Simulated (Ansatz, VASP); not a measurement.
**Two plane-wave programs on Rb**

File INCAR:

```
PREC = Accurate ; ENCUT = 520
EDIFF = 1E-6 ; ISMEAR = 0
SIGMA = 0.15 ; LREAL = False
LASPH = True ; NELM = 100
ALGO = Fast ; ISIF = 2
LWAVE = False ; LCHARG = False
GGA = CA ; NBANDS = 10
```

KPOINTS

```
regular mesh
0
Gamma
  14 14 14
```

File POSCAR:

```
Rb
1.0
   -2.6079061109      2.6079061109      3.0283005760
    2.6079061109     -2.6079061109      3.0283005760
    2.6079061109      2.6079061109     -3.0283005760
Rb
1
Direct
    0.0000000000      0.0000000000      0.0000000000
```

Input for Ansatz:

```yaml
crystal:
  lattice:
    - [-2.6079061109, 2.6079061109, 3.028300576]
    - [2.6079061109, -2.6079061109, 3.028300576]
    - [2.6079061109, 2.6079061109, -3.028300576]
  atoms:
    - { symbol: Rb, position: [0.0, 0.0, 0.0] }
basis:
  ecutwfc: 420
kpoints:
  mp_grid: { grid: [14, 14, 14] }
hamiltonian:
  xc: lda
scf:
  occupations: { method: gaussian, width: 0.15 }
output:
  forces: true
  stress: true
  eigenvalues: true
```

Alike in both runs: task single point; functional LDA; k mesh 14 × 14 × 14; occupations gaussian, width 0.15 eV; no spin polarisation.

```csv
,VASP,Ansatz
version,VASP 6.6.1,Ansatz 0.2.0
potentials or method,"VASP PAW LDA potentials, release 64 (Rb_sv), cutoff 520 eV","scalar-relativistic, plane waves, PAW"
valence electrons in the cell,9,9
```

```tsv
	VASP	Ansatz	Ansatz less VASP
gap on the k mesh at the Fermi level (eV)	none	none	-
pressure (GPa)	-0.2	-0.2	0.00
```

LDA's correlation is that of Perdew and Zunger in VASP and of Perdew and Wang (1992) in Ansatz. A gap of «none» marks a metal or a gap that the smearing closes.
